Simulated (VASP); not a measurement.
A run of VASP 6.6.1:

Contents of INCAR:

```
  ALGO = Normal
  EDIFF = 1E-7
  ENCUT = 520
  GGA = PE
  ISIF = 2
  ISMEAR = 0
  ISPIN = 2
  LASPH = True
  LCHARG = False
  LMAXMIX = 4
  LORBIT = 11
  LREAL = False
  LWAVE = False
  MAGMOM = 1 1 0 0 0 0
  NBANDS = 37
  NELM = 150
  PREC = Accurate
  SIGMA = 0.1
```

KPOINTS

```
k-points
0
Gamma
  4 4 4
```

The input POSCAR:

```
TiO2
1.0
    3.9709869257      0.0000000000      0.0000000000
    0.0000000000      3.9709869257      0.0000000000
    0.0000000000      0.0000000000      3.9221117967
Ti O
2 4
Direct
    0.0000000000      0.5000000000      0.3116633653
    0.5000000000      0.0000000000      0.6883366347
    0.5000000000      0.2408018387      0.2512794655
    0.5000000000      0.7591981613      0.2512794655
    0.2408018387      0.5000000000      0.7487205345
    0.7591981613      0.5000000000      0.7487205345
```

Potentials or basis: VASP PAW PBE potentials, release 64 (Ti_sv, O).

The run is started by

```bash
$ cat potpaw_PBE.64/Ti_sv/POTCAR potpaw_PBE.64/O/POTCAR > POTCAR
$ mpirun -np 1 vasp_std > vasp.out
```

Hardware: 1 thread of Intel Xeon 8259CL (shared host).

Question: Estimate the wall time of this run.

Answer: It took 4.9 min on 1 thread of Intel Xeon 8259CL, with other jobs on the host, peak memory 0.22 GiB. Counts: scf iterations 27, k points 18.
